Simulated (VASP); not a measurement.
# Ca2Mg5O8 (a cell with a defect) in VASP: single point with PBEsol

Aim: the single point of Ca2Mg5O8 (a cell with a defect) with PBEsol.

Program: VASP 6.6.1. These are calculated values, not measurements. Logs are shortened: lines on timing, memory, paths and dates and some standing lists are left out, and cuts for length are marked.

### 1 The cell of the first run

The cell holds a defect, 15 atoms: a = 6.221 Å, b = 6.221 Å, c = 6.221 Å, α = 60.00°, β = 60.00°, γ = 60.00°.

### 2 Single point, PBEsol

INCAR reads:

```
SYSTEM = Ca2Mg5O8
ALGO = Normal
EDIFF = 1E-6
ENCUT = 520
GGA = PS
ISIF = 2
ISMEAR = 0
LASPH = .TRUE.
LCHARG = .FALSE.
LREAL = Auto
LWAVE = .FALSE.
NBANDS = 52
NELECT = 80.0
NELM = 100
PREC = Accurate
SIGMA = 0.05
```

KPOINTS reads:

```
k-points
0
G
  4 4 4
  0 0 0
```

POSCAR reads:

```
Ca2Mg5O8
1.0
   -4.3991602396      4.3991602396      0.0000000000
    0.0000000000      4.3991602396     -4.3991602396
   -4.3991602396      0.0000000000     -4.3991602396
Ca Mg O
2 5 8
Direct
    0.4897868872      0.5215577235      0.4987215470
    0.0100660121      0.0012784258     -0.0215577508
   -0.0019529864      0.4985082108      0.0014917620
   -0.4251548928      0.0020477772      0.4979521956
    0.4984927533      0.4994467990      0.0005531738
    0.0142975015      0.4823463762      0.4889210401
    0.4855649450      0.0110789326      0.0176535965
    0.2619652246      0.7382643103      0.2318778913
    0.7321075670      0.2681219678      0.7617357217
    0.7457394869      0.7286484978      0.7713514205
    0.2578261391      0.2638893418      0.2361106310
    0.7463997266      0.2752709458      0.2247290269
    0.2488406742      0.7092253589      0.7907745594
    0.7468312862      0.7630034637      0.2626884308
    0.2725232623      0.2373115420      0.7369964546
```

Potentials or basis: VASP PAW PBE potentials, release 64 (Ca_sv, Mg, O).

On the command line:

```
cat potpaw_PBE.64/Ca_sv/POTCAR potpaw_PBE.64/Mg/POTCAR potpaw_PBE.64/O/POTCAR > POTCAR
mpirun -np 1 vasp_std > vasp.out
```

OUTCAR:

```text
SYSTEM = Ca2Mg5O8
   EDIFF = 1E-6
   ENCUT = 520
   GGA = PS
   ISIF = 2
   ISMEAR = 0
   LASPH = .TRUE.
   LREAL = Auto
   NELECT = 80.0
   NELM = 100
   PREC = Accurate

 ion  position               nearest neighbor table
   1  0.490  0.522  0.499-  13 2.14   8 2.19  14 2.20  15 2.22   9 2.22  12 2.29   4 3.00   7 3.02
                             5 3.08   3 3.10   6 3.12   6 3.12   3 3.13   5 3.14   7 3.20   4 3.28
   2  0.010  0.001  0.978-  13 2.14   9 2.19  15 2.20  14 2.22   8 2.22  12 2.29   4 3.00   6 3.02
                             5 3.08   3 3.10   7 3.12   7 3.12   3 3.13   5 3.14   6 3.20   4 3.28
   3  0.998  0.499  0.001-  13 2.04  12 2.09  10 2.12  11 2.18  14 2.31  15 2.31   6 3.03   7 3.03
                             2 3.10   1 3.10   5 3.11   5 3.11   1 3.13   2 3.13   7 3.19   6 3.19
   4  0.575  0.002  0.498-  10 2.01  12 2.01  15 2.13  14 2.13  11 2.56  13 2.73   2 3.00   1 3.00
                             7 3.02   6 3.02   5 3.13   5 3.16   6 3.27   7 3.27   1 3.28   2 3.28
   5  0.498  0.499  0.001-  13 2.03   8 2.07   9 2.07  12 2.08  11 2.10  10 2.10   6 3.03   7 3.03
                             1 3.08   2 3.08   3 3.11   3 3.11   4 3.13   2 3.14   1 3.14   4 3.16
   6  0.014  0.482  0.489-  11 2.08  14 2.19   9 2.20   8 2.22  15 2.23  10 2.33   2 3.02   4 3.02
                             5 3.03   3 3.03   1 3.12   1 3.12   3 3.19   5 3.20   2 3.20   4 3.27
   7  0.486  0.011  0.018-  11 2.08  15 2.19   8 2.20   9 2.22  14 2.23  10 2.33   1 3.02   4 3.02
                             5 3.03   3 3.03   2 3.12   2 3.12   3 3.19   5 3.20   1 3.20   4 3.27
   8  0.262  0.738  0.232-   5 2.07   1 2.19   7 2.20   6 2.22   2 2.22
   9  0.732  0.268  0.762-   5 2.07   2 2.19   6 2.20   7 2.22   1 2.22
  10  0.746  0.729  0.771-   4 2.01   5 2.10   3 2.12   6 2.33   7 2.33
  11  0.258  0.264  0.236-   6 2.08   7 2.08   5 2.10   3 2.18   4 2.56
  12  0.746  0.275  0.225-   4 2.01   5 2.08   3 2.09   2 2.29   1 2.29
  13  0.249  0.709  0.791-   5 2.03   3 2.04   1 2.14   2 2.14   4 2.73
  14  0.747  0.763  0.263-   4 2.13   6 2.19   1 2.20   2 2.22   7 2.23   3 2.31
  15  0.273  0.237  0.737-   4 2.13   7 2.19   2 2.20   1 2.22   6 2.23   3 2.31

  LATTYP: Found a face centered cubic cell.
 ALAT       =     8.7983204792

  Lattice vectors:

 A1 = (  -4.3991602396,   4.3991602396,   0.0000000000)
 A2 = (   0.0000000000,   4.3991602396,  -4.3991602396)
 A3 = (  -4.3991602396,   0.0000000000,  -4.3991602396)

Analysis of symmetry for initial positions (statically):
=====================================================================
 Subroutine PRICEL returns:
 Original cell was already a primitive cell.

 Routine SETGRP: Setting up the symmetry group for a
 face centered cubic supercell.

 Subroutine GETGRP returns: Found  2 space group operations
 (whereof  1 operations were pure point group operations)
 out of a pool of 48 trial point group operations.

The static configuration has the point symmetry C_1 .
 The point group associated with its full space group is C_1h.

Analysis of symmetry for dynamics (positions and initial velocities):
=====================================================================
 Subroutine PRICEL returns:
 Original cell was already a primitive cell.

 Routine SETGRP: Setting up the symmetry group for a
 face centered cubic supercell.

 Subroutine GETGRP returns: Found  2 space group operations
 (whereof  1 operations were pure point group operations)
 out of a pool of 48 trial point group operations.

The dynamic configuration has the point symmetry C_1 .
 The point group associated with its full space group is C_1h.

 Subroutine INISYM returns: Found  2 space group operations
 (whereof  1 operations are pure point group operations),
 and found     1 'primitive' translations

----------------------------------------------------------------------------------------

                                     Primitive cell

  volume of cell :     170.2705

  direct lattice vectors                    reciprocal lattice vectors
    -4.399160240  4.399160240  0.000000000    -0.113658056  0.113658056  0.113658056
     0.000000000  4.399160240 -4.399160240     0.113658056  0.113658056 -0.113658056
    -4.399160240  0.000000000 -4.399160240    -0.113658056 -0.113658056 -0.113658056

  length of vectors
     6.221352074  6.221352074  6.221352074     0.196861527  0.196861527  0.196861527

  position of ions in fractional coordinates (direct lattice)
     0.489786887  0.521557724  0.498721547
     0.010066012  0.001278426  0.978442249
     0.998047014  0.498508211  0.001491762
     0.574845107  0.002047777  0.497952196
     0.498492753  0.499446799  0.000553174
     0.014297502  0.482346376  0.488921040
     0.485564945  0.011078933  0.017653596
     0.261965225  0.738264310  0.231877891
     0.732107567  0.268121968  0.761735722
     0.745739487  0.728648498  0.771351420
     0.257826139  0.263889342  0.236110631
     0.746399727  0.275270946  0.224729027
     0.248840674  0.709225359  0.790774559
     0.746831286  0.763003464  0.262688431
     0.272523262  0.237311542  0.736996455

  ion indices of the primitive-cell ions
   primitive index   ion index
                 1           1
                 2           2
                 3           3
                 4           4
                 5           5
                 6           6
                 7           7
                 8           8
                 9           9
                10          10
                11          11
                12          12
                13          13
                14          14
                15          15

----------------------------------------------------------------------------------------

 KPOINTS: k-points

Automatic generation of k-mesh.
 Grid dimensions read from file:
 generate k-points for:    4    4    4

 Generating k-lattice:

  Cartesian coordinates                     Fractional coordinates (reciprocal lattice)
    -0.028414514  0.028414514  0.028414514     0.250000000  0.000000000  0.000000000
     0.028414514  0.028414514 -0.028414514     0.000000000  0.250000000  0.000000000
    -0.028414514 -0.028414514 -0.028414514     0.000000000  0.000000000  0.250000000

  Length of vectors
     0.049215382  0.049215382  0.049215382

  Shift w.r.t. Gamma in fractional coordinates (k-lattice)
     0.000000000  0.000000000  0.000000000

 Subroutine IBZKPT returns following result:
 ===========================================

 Found     24 irreducible k-points:

 Following reciprocal coordinates:
            Coordinates               Weight
  0.000000  0.000000  0.000000      1.000000
  0.250000  0.000000  0.000000      4.000000
  0.000000  0.250000  0.000000      4.000000
  0.500000  0.000000  0.000000      2.000000
  0.000000  0.500000  0.000000      2.000000
  0.250000  0.250000  0.000000      2.000000
[... 16 lines left out ...]
  0.250000 -0.250000  0.500000      2.000000
  0.500000  0.250000 -0.250000      2.000000
   k-points           NKPTS =     24   k-points in BZ     NKDIM =     24   number of bands    NBANDS=     52
   number of dos      NEDOS =    301   number of ions     NIONS =     15
   total plane-waves  NPLWV = 110592
   dimension x,y,z NGX =    48 NGY =   48 NGZ =   48
   dimension x,y,z NGXF=    96 NGYF=   96 NGZF=   96
   ions per type =               2   5   8
   NGX,Y,Z   is equivalent  to a cutoff of  12.83, 12.83, 12.83 a.u.
   NGXF,Y,Z  is equivalent  to a cutoff of  25.65, 25.65, 25.65 a.u.
 SYSTEM =  Ca2Mg5O8
   PREC   = accura    normal or accurate (medium, high low for compatibility)
   ISTART =      0    job   : 0-new  1-cont  2-samecut
   ICHARG =      2    charge: 1-file 2-atom 10-const
   ISPIN  =      1    spin polarized calculation?
   LNONCOLLINEAR =      F non collinear calculations
   LSORBIT =      F    spin-orbit coupling
   LASPH  =      T    aspherical Exc in radial PAW
   ENCUT  =  520.0 eV  38.22 Ry    6.18 a.u.  11.57 11.57 11.57*2*pi/ulx,y,z
   NELM   =    100;   NELMIN=  2; NELMDL= -5     # of ELM steps
   EDIFF  = 0.1E-05   stopping-criterion for ELM
   LREAL  =      T    real-space projection
   EDIFFG = 0.1E-04   stopping-criterion for IOM
   NSW    =      0    number of steps for IOM
   IBRION =     -1    ionic relax: 0-MD 1-quasi-New 2-CG
   NFREE  =      0    steps in history (QN), initial steepest desc. (CG)
   ISIF   =      2    stress and relaxation
   ISYM   =      2    0-nonsym 1-usesym 2-fastsym
   POTIM  = 0.5000    time-step for ionic-motion
   TEBEG  =    0.0;   TEEND  =   0.0 temperature during run
   PSTRESS=    0.0 pullay stress
   NELECT =      80.0000    total number of electrons
   NUPDOWN=      -1.0000    fix difference up-down
   EMIN   =  10.00;   EMAX   =-10.00  energy-range for DOS
   EFERMI =   0.00;   METHOD = LEGACY
   ISMEAR =     0;   SIGMA  =   0.05  broadening in eV -4-tet -1-fermi 0-gaus
   EFERMI_NEDOS =   21; number of points for ismear=-14 and -15
   IALGO  =     38    algorithm
   IMIX   =      4    mixing-type and parameters
     AMIX     =   0.40;   BMIX     =  1.00
     AMIX_MAG =   1.60;   BMIX_MAG =  1.00
  volume/ion in A,a.u.               =      11.35        76.60
  Fermi-wavevector in a.u.,A,eV,Ry     =   1.272697  2.405049 22.038143  1.619758
  Thomas-Fermi vector in A             =   2.405561
   LORBIT       =      0    0 simple, 1 ext, 2 COOP (PROOUT), +10 PAW based schemes
   GGA     = PS    functional components
   LHFCALC =     F    Hartree Fock is set to
   AEXX    =    0.0000 exact exchange contribution
   IVDW    =     0    specifies the selected vdW correction
   LEPSILON=     F    determine dielectric tensor
   LRPA    =     F    only Hartree local field effects (RPA)
 non-spin polarized calculation
 Gauss-broadening in eV      SIGMA  =   0.05
  energy-cutoff  :      520.00
  volume of cell :      170.27
 maximum number of plane-waves:      4621
 NGX is ok and might be reduce to    48
   NGX = 23   NGY = 23   NGZ = 23

 number of electron      79.9999997 magnetization

 Free energy of the ion-electron system (eV)
  ---------------------------------------------------
  ext. energy  EPLUGINS =         0.00000000
  ---------------------------------------------------
  free energy    TOTEN  =       -85.82332861 eV

  energy without entropy =      -85.82332861  energy(sigma->0) =      -85.82332861

 E-fermi :   2.7288     XC(G=0): -10.8102

 val. band max:        2.5038232291   @ k =   0.0000   0.0000   0.0000
 cond. band min:       5.8977783638   @ k =   0.0000   0.0000   0.0000
 fundamental gap:      3.3939551347
 Fermi energy:         2.7287541906

 k-point     1 :       0.0000    0.0000    0.0000
  band No.  band energies     occupation
      1     -34.2514      2.00000
      2     -34.2353      2.00000
      3     -16.7251      2.00000
      4     -16.3244      2.00000
      5     -16.3030      2.00000
      6     -15.7856      2.00000
[... 44 lines left out ...]
     51      10.9652      0.00000
     52      11.0567      0.00000

 k-point     2 :       0.2500    0.0000    0.0000
  band No.  band energies     occupation
      1     -34.2490      2.00000
      2     -34.2376      2.00000
      3     -16.6396      2.00000
      4     -16.2764      2.00000
      5     -16.2256      2.00000
      6     -16.0325      2.00000
[... 1202 lines left out ...]
 k-point    24 :       0.5000    0.2500   -0.2500
  band No.  band energies     occupation
      1     -34.2445      2.00000
      2     -34.2419      2.00000
      3     -16.7699      2.00000
      4     -16.3797      2.00000
      5     -16.0922      2.00000
      6     -15.9433      2.00000
[... 44 lines left out ...]
     51      11.5076      0.00000
     52      11.7254      0.00000

------------------------ aborting loop because EDIFF is reached ----------------------------------------

  FORCE on cell =-STRESS in cart. coord.  units (eV):
  Direction    XX          YY          ZZ          XY          YZ          ZX
  --------------------------------------------------------------------------------------
  -------------------------------------------------------------------------------------
  Total       16.0402447     16.8271232     14.8747783      1.8088391      0.0000000      0.0000000
  in kB      150.9323144    158.3365273    139.9657397     17.0204559      0.0000000      0.0000000
  external PRESSURE =     149.7448604 kB  Pullay stress =       0.0000000 kB

 VOLUME and BASIS-vectors are now :
 -----------------------------------------------------------------------------
  energy-cutoff  :      520.00
  volume of cell :      170.27
      direct lattice vectors                 reciprocal lattice vectors
    -4.399160240  4.399160240  0.000000000    -0.113658056  0.113658056  0.113658056
     0.000000000  4.399160240 -4.399160240     0.113658056  0.113658056 -0.113658056
    -4.399160240  0.000000000 -4.399160240    -0.113658056 -0.113658056 -0.113658056

 POSITION                                       TOTAL-FORCE (eV/Angst)
 -----------------------------------------------------------------------------------
     -4.34861      4.44907     -4.48837        -0.064221     -0.001924      0.074638
     -4.34861      0.04991     -4.30995        -0.064221     -0.001924     -0.074638
     -4.39713      6.58359     -2.19958        -0.002346      0.015257     -0.000000
     -4.71941      2.53784     -2.19958         0.402367     -0.362502     -0.000000
     -2.19538      4.39010     -2.19958        -0.037040      0.039095     -0.000000
     -2.21374      2.18482     -4.27276        -0.011910      0.048404     -0.080846
     -2.21374      2.18482     -0.12640        -0.011910      0.048404      0.080846
     -2.17250      4.40017     -4.26781        -0.065503      0.068186      0.090811
     -6.57166      4.40017     -4.53051        -0.065503      0.068186     -0.090811
     -6.67393      6.48607     -6.59874         0.100139      0.070576     -0.000000
     -2.17291      2.29511     -2.19958        -0.105790      0.045716     -0.000000
     -4.27215      4.49449     -2.19958        -0.053584     -0.062606     -0.000000
     -4.57343      4.21469     -6.59874        -0.023955      0.064638     -0.000000
     -4.44104      6.64201     -4.51218         0.001739     -0.019754      0.034883
     -4.44104      2.24284     -4.28614         0.001739     -0.019754     -0.034883
 -----------------------------------------------------------------------------------
    total drift:                                0.008982      0.000078      0.000395

  FREE ENERGIE OF THE ION-ELECTRON SYSTEM (eV)
  ---------------------------------------------------
  free  energy   TOTEN  =       -85.8233286057 eV

  energy  without entropy=      -85.8233286057  energy(sigma->0) =      -85.82332861
```

Run time: 7 min. Hardware: 1 thread of Intel Xeon Platinum 8259CL at 2.50GHz (Skylake/Cascade Lake), shared host; peak memory 0.39 GiB.

What came out:

| Item | Value |
| --- | --- |
| Free energy | -85.8233 eV |
| Largest force | 0.542 eV/Å |

Forces in eV/Å, atoms in the order of the input:
```
Ca  -0.064 -0.002  0.075
Ca  -0.064 -0.002 -0.075
Mg  -0.002  0.015  0.000
Mg   0.402 -0.363  0.000
Mg  -0.037  0.039  0.000
Mg  -0.012  0.048 -0.081
Mg  -0.012  0.048  0.081
O   -0.066  0.068  0.091
O   -0.066  0.068 -0.091
O    0.100  0.071  0.000
O   -0.106  0.046  0.000
O   -0.054 -0.063  0.000
O   -0.024  0.065  0.000
O    0.002 -0.020  0.035
O    0.002 -0.020 -0.035
```

Caveat: the cell carries a net charge on a neutralising background, which shifts energy and pressure; the cell is charged against a uniform background, so pressure and absolute levels hang on convention; the PAW data sets were made with another functional, which shifts forces and pressure a little.
